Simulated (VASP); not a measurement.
# Ge (P6_3/mmc) in VASP: a series of runs, part 2 of 2

VASP 6.6.1. Earlier steps stand in the parts before.

## (3) Single point, PBEsol

This run uses another cell than the first one, of 21.62 Å³/atom, 1.029 times its volume.

The input, INCAR:

```
ALGO = Normal ; EDIFF = 1E-6
ENCUT = 520 ; GGA = PS
ISIF = 2 ; ISMEAR = -1
LASPH = T ; LCHARG = F
LREAL = F ; LWAVE = F
NBANDS = 36 ; NELM = 80
PREC = Accurate ; SIGMA = 0.1
```

The input, KPOINTS:

```
k-points
0
Gamma
  7 7 4
```

The input, POSCAR:

```
Ge
1.0
    3.9252155494      0.0000000000      0.0000000000
   -1.9626077747      3.3993363519      0.0000000000
    0.0000000000      0.0000000000      6.4799059087
Ge
4
Direct
    0.6666666667      0.3333333333      0.0629010000
    0.3333333333      0.6666666667      0.5629010000
    0.6666666667      0.3333333333      0.4370990000
    0.3333333333      0.6666666667      0.9370990000
```

Potentials or basis: VASP PAW PBE potentials, release 64 (Ge_d).

Run with:

```
$ cat potpaw_PBE.64/Ge_d/POTCAR > POTCAR
$ mpirun -np 1 vasp_std > vasp.out
```

OUTCAR:

```text
EDIFF = 1E-6
   ENCUT = 520
   GGA = PS
   ISIF = 2
   ISMEAR = -1
   LASPH = T
   LREAL = F
   NELM = 80
   PREC = Accurate

 ion  position               nearest neighbor table
   1  0.667  0.333  0.063-   4 2.41   4 2.41   4 2.41   3 2.42
   2  0.333  0.667  0.563-   3 2.41   3 2.41   3 2.41   4 2.42
   3  0.667  0.333  0.437-   2 2.41   2 2.41   2 2.41   1 2.42
   4  0.333  0.667  0.937-   1 2.41   1 2.41   1 2.41   2 2.42

  LATTYP: Found a hexagonal cell.
 ALAT       =     3.9252155494
 C/A-ratio  =     1.6508407824

  Lattice vectors:

 A1 = (   3.9252155494,   0.0000000000,   0.0000000000)
 A2 = (  -1.9626077747,   3.3993363519,   0.0000000000)
 A3 = (   0.0000000000,   0.0000000000,   6.4799059087)

Analysis of symmetry for initial positions (statically):
=====================================================================
 Subroutine PRICEL returns:
 Original cell was already a primitive cell.

 Routine SETGRP: Setting up the symmetry group for a
 hexagonal supercell.

 Subroutine GETGRP returns: Found 24 space group operations
 (whereof 12 operations were pure point group operations)
 out of a pool of 24 trial point group operations.

The static configuration has the point symmetry D_3d.
 The point group associated with its full space group is D_6h.

Analysis of symmetry for dynamics (positions and initial velocities):
=====================================================================
 Subroutine PRICEL returns:
 Original cell was already a primitive cell.

 Routine SETGRP: Setting up the symmetry group for a
 hexagonal supercell.

 Subroutine GETGRP returns: Found 24 space group operations
 (whereof 12 operations were pure point group operations)
 out of a pool of 24 trial point group operations.

The dynamic configuration has the point symmetry D_3d.
 The point group associated with its full space group is D_6h.

 Subroutine INISYM returns: Found 24 space group operations
 (whereof 12 operations are pure point group operations),
 and found     1 'primitive' translations

----------------------------------------------------------------------------------------

                                     Primitive cell

  volume of cell :      86.4622

  direct lattice vectors                    reciprocal lattice vectors
     3.925215549  0.000000000  0.000000000     0.254763079  0.147087534  0.000000000
    -1.962607775  3.399336352  0.000000000     0.000000000  0.294175067  0.000000000
     0.000000000  0.000000000  6.479905909     0.000000000  0.000000000  0.154323228

  length of vectors
     3.925215549  3.925215524  6.479905909     0.294175065  0.294175067  0.154323228

  position of ions in fractional coordinates (direct lattice)
     0.666666667  0.333333333  0.062901000
     0.333333333  0.666666667  0.562901000
     0.666666667  0.333333333  0.437099000
     0.333333333  0.666666667  0.937099000

  ion indices of the primitive-cell ions
   primitive index   ion index
                 1           1
                 2           2
                 3           3
                 4           4

----------------------------------------------------------------------------------------

 KPOINTS: k-points

Automatic generation of k-mesh.
 Grid dimensions read from file:
 generate k-points for:    7    7    4

 Generating k-lattice:

  Cartesian coordinates                     Fractional coordinates (reciprocal lattice)
     0.036394726  0.021012505  0.000000000     0.142857143  0.000000000  0.000000000
     0.000000000  0.042025010  0.000000000     0.000000000  0.142857143  0.000000000
     0.000000000  0.000000000  0.038580807     0.000000000  0.000000000  0.250000000

  Length of vectors
     0.042025009  0.042025010  0.038580807

  Shift w.r.t. Gamma in fractional coordinates (k-lattice)
     0.000000000  0.000000000  0.000000000

 Subroutine IBZKPT returns following result:
 ===========================================

 Found     24 irreducible k-points:

 Following reciprocal coordinates:
            Coordinates               Weight
  0.000000  0.000000  0.000000      1.000000
  0.142857  0.000000  0.000000      6.000000
  0.285714  0.000000  0.000000      6.000000
  0.428571  0.000000  0.000000      6.000000
  0.142857  0.142857  0.000000      6.000000
  0.285714  0.142857  0.000000     12.000000
[... 16 lines left out ...]
  0.428571  0.142857  0.500000      6.000000
  0.285714  0.285714  0.500000      6.000000
   k-points           NKPTS =     24   k-points in BZ     NKDIM =     24   number of bands    NBANDS=     36
   number of dos      NEDOS =    301   number of ions     NIONS =      4
   total plane-waves  NPLWV =  43200
   dimension x,y,z NGX =    30 NGY =   30 NGZ =   48
   dimension x,y,z NGXF=    60 NGYF=   60 NGZF=   96
   ions per type =               4
   NGX,Y,Z   is equivalent  to a cutoff of  12.71, 12.71, 12.31 a.u.
   NGXF,Y,Z  is equivalent  to a cutoff of  25.41, 25.41, 24.63 a.u.
 SYSTEM =  unknown system
   PREC   = accura    normal or accurate (medium, high low for compatibility)
   ISTART =      0    job   : 0-new  1-cont  2-samecut
   ICHARG =      2    charge: 1-file 2-atom 10-const
   ISPIN  =      1    spin polarized calculation?
   LNONCOLLINEAR =      F non collinear calculations
   LSORBIT =      F    spin-orbit coupling
   LASPH  =      T    aspherical Exc in radial PAW
   ENCUT  =  520.0 eV  38.22 Ry    6.18 a.u.   7.30  7.30 12.05*2*pi/ulx,y,z
   NELM   =     80;   NELMIN=  2; NELMDL= -5     # of ELM steps
   EDIFF  = 0.1E-05   stopping-criterion for ELM
   LREAL  =      F    real-space projection
   EDIFFG = 0.1E-04   stopping-criterion for IOM
   NSW    =      0    number of steps for IOM
   IBRION =     -1    ionic relax: 0-MD 1-quasi-New 2-CG
   NFREE  =      0    steps in history (QN), initial steepest desc. (CG)
   ISIF   =      2    stress and relaxation
   ISYM   =      2    0-nonsym 1-usesym 2-fastsym
   POTIM  = 0.5000    time-step for ionic-motion
   TEBEG  =    0.0;   TEEND  =   0.0 temperature during run
   PSTRESS=    0.0 pullay stress
   NELECT =      56.0000    total number of electrons
   NUPDOWN=      -1.0000    fix difference up-down
   EMIN   =  10.00;   EMAX   =-10.00  energy-range for DOS
   EFERMI =   0.00;   METHOD = LEGACY
   ISMEAR =    -1;   SIGMA  =   0.10  broadening in eV -4-tet -1-fermi 0-gaus
   EFERMI_NEDOS =   21; number of points for ismear=-14 and -15
   IALGO  =     38    algorithm
   IMIX   =      4    mixing-type and parameters
     AMIX     =   0.40;   BMIX     =  1.00
     AMIX_MAG =   1.60;   BMIX_MAG =  1.00
  volume/ion in A,a.u.               =      21.62       145.87
  Fermi-wavevector in a.u.,A,eV,Ry     =   1.416431  2.676666 27.297049  2.006276
  Thomas-Fermi vector in A             =   2.537766
   LORBIT       =      0    0 simple, 1 ext, 2 COOP (PROOUT), +10 PAW based schemes
   GGA     = PS    functional components
   LHFCALC =     F    Hartree Fock is set to
   AEXX    =    0.0000 exact exchange contribution
   IVDW    =     0    specifies the selected vdW correction
   LEPSILON=     F    determine dielectric tensor
   LRPA    =     F    only Hartree local field effects (RPA)
 non-spin polarized calculation
  energy-cutoff  :      520.00
  volume of cell :       86.46
 maximum number of plane-waves:      2364
 NGX is ok and might be reduce to    30
   NGX = 15   NGY = 15   NGZ = 25

 number of electron      55.9999951 magnetization

 Free energy of the ion-electron system (eV)
  ---------------------------------------------------
  ext. energy  EPLUGINS =         0.00000000
  ---------------------------------------------------
  free energy    TOTEN  =       -19.61229825 eV

  energy without entropy =      -19.60389618  energy(sigma->0) =      -19.60809721

 E-fermi :   5.4416     XC(G=0): -10.3452

 val. band max:        5.3859111964   @ k =   0.0000   0.0000   0.0000
 cond. band min:       5.5121266008   @ k =   0.0000   0.0000   0.0000
 fundamental gap:      0.1262154044
 Fermi energy:         5.4416142468

 k-point     1 :       0.0000    0.0000    0.0000
  band No.  band energies     occupation
      1     -19.5576      2.00000
      2     -19.5576      2.00000
      3     -19.5139      2.00000
      4     -19.5130      2.00000
      5     -19.5130      2.00000
      6     -19.4995      2.00000
[... 28 lines left out ...]
     35      10.0252      0.00000
     36      11.4113      0.00000
[... 866 lines left out ...]
      6     -19.4762      2.00000
[... 28 lines left out ...]
     35      11.5847      0.00000
     36      11.5847      0.00000

------------------------ aborting loop because EDIFF is reached ----------------------------------------

  FORCE on cell =-STRESS in cart. coord.  units (eV):
  Direction    XX          YY          ZZ          XY          YZ          ZX
  --------------------------------------------------------------------------------------
  -------------------------------------------------------------------------------------
  Total        2.2444236      2.2444236      1.9894504      0.0000000      0.0000000      0.0000000
  in kB       41.5900136     41.5900128     36.8652648      0.0000000      0.0000000      0.0000000
  external PRESSURE =      40.0150971 kB  Pullay stress =       0.0000000 kB

 VOLUME and BASIS-vectors are now :
 -----------------------------------------------------------------------------
  energy-cutoff  :      520.00
  volume of cell :       86.46
      direct lattice vectors                 reciprocal lattice vectors
     3.925215549  0.000000000  0.000000000     0.254763079  0.147087534  0.000000000
    -1.962607775  3.399336352  0.000000000     0.000000000  0.294175067  0.000000000
     0.000000000  0.000000000  6.479905909     0.000000000  0.000000000  0.154323228

 POSITION                                       TOTAL-FORCE (eV/Angst)
 -----------------------------------------------------------------------------------
      1.96261      1.13311      0.40759        -0.000000     -0.000000      0.023790
     -0.00000      2.26622      3.64755         0.000000      0.000000      0.023790
      1.96261      1.13311      2.83236        -0.000000      0.000000     -0.023790
     -0.00000      2.26622      6.07231         0.000000      0.000000     -0.023790
 -----------------------------------------------------------------------------------
    total drift:                                0.000000     -0.000000      0.000000

  FREE ENERGIE OF THE ION-ELECTRON SYSTEM (eV)
  ---------------------------------------------------
  free  energy   TOTEN  =       -19.6122982482 eV

  energy  without entropy=      -19.6038961762  energy(sigma->0) =      -19.60809721
```

Run time: 26 s. Hardware: 1 thread of Intel Xeon 6975P-C (Granite Rapids), shared host; peak memory 0.21 GiB.

What came out:

```
Free energy            : -19.6123 eV
Pressure               : 4.0 GPa
Largest force          : 0.024 eV/Å
Band gap on the k mesh : zero (filled and empty bands touch)
```

Forces in eV/Å, atoms in the order of the input:
```
Ge   0.000  0.000  0.024
Ge   0.000  0.000  0.024
Ge   0.000  0.000 -0.024
Ge   0.000  0.000 -0.024
```

Caveat: the PAW data sets were made with another functional, which shifts forces and pressure a little.

## (4) Single point, PBEsol

This run uses another cell than the first one, of 22.22 Å³/atom, 1.058 times its volume.

The input, INCAR:

```
SYSTEM = Ge
  PREC = Accurate
  ENCUT = 520
  EDIFF = 1E-7
  ISMEAR = -1
  SIGMA = 0.1
  LREAL = .False.
  LASPH = .True.
  NELM = 80
  ALGO = Normal
  ISIF = 2
  LWAVE = .False.
  LCHARG = .False.
  GGA = PS
  NBANDS = 36
```

The input, KPOINTS:

```
Automatic mesh
0
Gamma
  7 7 4
  0 0 0
```

The input, POSCAR:

```
Ge
1.0
    3.9617312793      0.0000000000      0.0000000000
   -1.9808656397      3.4309599013      0.0000000000
    0.0000000000      0.0000000000      6.5401875649
Ge
4
Direct
    0.6666666667      0.3333333333      0.0629010000
    0.3333333333      0.6666666667      0.5629010000
    0.6666666667      0.3333333333      0.4370990000
    0.3333333333      0.6666666667      0.9370990000
```

Run with:

```
$ cat potpaw_PBE.64/Ge_d/POTCAR > POTCAR
$ mpirun -np 1 vasp_std > vasp.out
```

Run time: 30 s. Hardware: 1 thread of Intel Xeon 6975P-C (Granite Rapids), shared host; peak memory 0.21 GiB.

It converged, with:

* Free energy: -19.6570 eV
* Pressure: 1.8 GPa
* Largest force: 0.010 eV/Å
* Band gap on the k mesh: zero (filled and empty bands touch)

Forces on the atoms (eV/Å):
```
Ge   0.000  0.000  0.010
Ge   0.000  0.000  0.010
Ge   0.000  0.000 -0.010
Ge   0.000  0.000 -0.010
```

Stress tensor (GPa, compression positive):
```
1.98 0.00 0.00
0.00 1.98 0.00
0.00 0.00 1.48
```

Levels at points of the mesh, in eV from the Fermi level:
```csv
k point,band 25,band 26,band 27,band 28,band 29,band 30,band 31,band 32
"(0.00, 0.00, 0.00)",-1.56,-0.20,-0.10,0.09,0.09,0.17,2.20,2.20
"(0.00, 0.00, 0.50)",-0.92,-0.92,-0.92,-0.92,0.69,0.69,3.33,3.33
```

Caveat: the PAW data sets were made with another functional, which shifts forces and pressure a little.

## (5) Summary

```csv
cell,gap on the mesh (eV),pressure (GPa),largest force (eV/Å)
"a = 3.888, b = 3.888, c = 6.418 Å, angles 90.0, 90.0, 120.0°, 4 atoms",none,6.7,0.04
"a = 3.925, b = 3.925, c = 6.480 Å, angles 90.0, 90.0, 120.0°, 4 atoms",none,4.0,0.02
"a = 3.962, b = 3.962, c = 6.540 Å, angles 90.0, 90.0, 120.0°, 4 atoms",none,1.8,0.01
```

Alike in all rows: task single point; level PBEsol; potentials or basis VASP PAW PBE potentials, release 64 (Ge_d); no spin polarisation; k mesh 7 × 7 × 4; cutoff (eV) 520; smearing fermi-dirac 0.1 eV.

Caveats: the PAW data sets were made with another functional, which shifts forces and pressure a little.

Total energies depend on the potentials used, so only differences within one code and one set of settings carry meaning.
